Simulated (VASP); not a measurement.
A run of VASP 6.6.1:

Contents of INCAR:

```
ALGO = Fast
EDIFF = 1E-7
ENCUT = 520
GGA = PS
ISIF = 2
ISMEAR = -1
ISPIN = 2
LASPH = True
LCHARG = False
LMAXMIX = 4
LORBIT = 11
LREAL = False
LWAVE = False
MAGMOM = 0 0 0 4
NBANDS = 35
NELM = 150
PREC = Accurate
SIGMA = 0.05
```

Contents of KPOINTS:

```
k-points
0
Gamma
  10 10 10
```

POSCAR

```
MnAu3
1.0
    1.5159577067      0.8752385900      8.7160768394
   -1.5159577067      0.8752385900      8.7160768394
    0.0000000000     -1.7504771801      8.7160768394
Au Mn
3 1
Direct
    0.7439850000      0.7439850000      0.7439850000
    0.5000000000      0.5000000000      0.5000000000
    0.2560150000      0.2560150000      0.2560150000
    0.0000000000      0.0000000000      0.0000000000
```

Potentials or basis: VASP PAW PBE potentials, release 64 (Au, Mn_pv).

Command:

```sh
$ cat potpaw_PBE.64/Au/POTCAR potpaw_PBE.64/Mn_pv/POTCAR > POTCAR
$ mpirun -np 1 vasp_std > vasp.out
```

Hardware: 1 thread of AMD EPYC 9R45 96-Core Processor (Zen 5), on a shared host.

**Question.** Estimate the wall time of this run.

**Answer.** Run time: 67 min on 1 thread of AMD EPYC 9R45 96-Core Processor (Zen 5), on a shared host, peak memory 1.2 GiB. Counts: scf iterations 18, k points 116.
